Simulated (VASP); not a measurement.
Here is a VASP 6.6.1 calculation.

File INCAR:

```
PREC = Accurate
ENCUT = 600
EDIFF = 1E-7
ISMEAR = 0
SIGMA = 0.1
LREAL = F
LASPH = T
NELM = 60
ALGO = Normal
ISIF = 3
LWAVE = F
LCHARG = F
GGA = PE
IBRION = 2
NSW = 100
EDIFFG = -0.01
```

File KPOINTS:

```
regular mesh
0
Gamma
  22 22 22
```

File POSCAR:

```
P
1.0
    2.4449626831      0.0000000000      0.0000000000
    0.0000000000      2.4449626831      0.0000000000
    0.0000000000      0.0000000000      2.4449626831
P
1
Direct
    0.0000000000      0.0000000000      0.0000000000
```

Potentials or basis: VASP PAW PBE potentials, release 64 (P).

The run is started by

```sh
$ cat potpaw_PBE.64/P/POTCAR > POTCAR
$ mpirun -np 1 vasp_std > vasp.out
```

Task: What does it give for the band gap on the k mesh?

Result: Zero (an odd number of electrons rules out a gap without spin polarisation).

Task: Estimate the relaxed volume.

Result: 14.57 Å³/atom.

Task: Estimate the space group after relaxing (to 0.1 Å).

Result: Pm-3m (No. 221).

Task: Estimate the relaxed cell.

Result: a = 2.443 Å, b = 2.443 Å, c = 2.443 Å, α = 90.00°, β = 90.00°, γ = 90.00°.

Final structure:
```cif
data_structure
_symmetry_space_group_name_H-M 'P 1'
_symmetry_Int_Tables_number 1
_cell_length_a 2.4427
_cell_length_b 2.4427
_cell_length_c 2.4427
_cell_angle_alpha 90.000
_cell_angle_beta 90.000
_cell_angle_gamma 90.000
_cell_volume 14.57
loop_
_atom_site_label
_atom_site_type_symbol
_atom_site_fract_x
_atom_site_fract_y
_atom_site_fract_z
_atom_site_occupancy
P1 P 0.00000 0.00000 0.00000 1
```
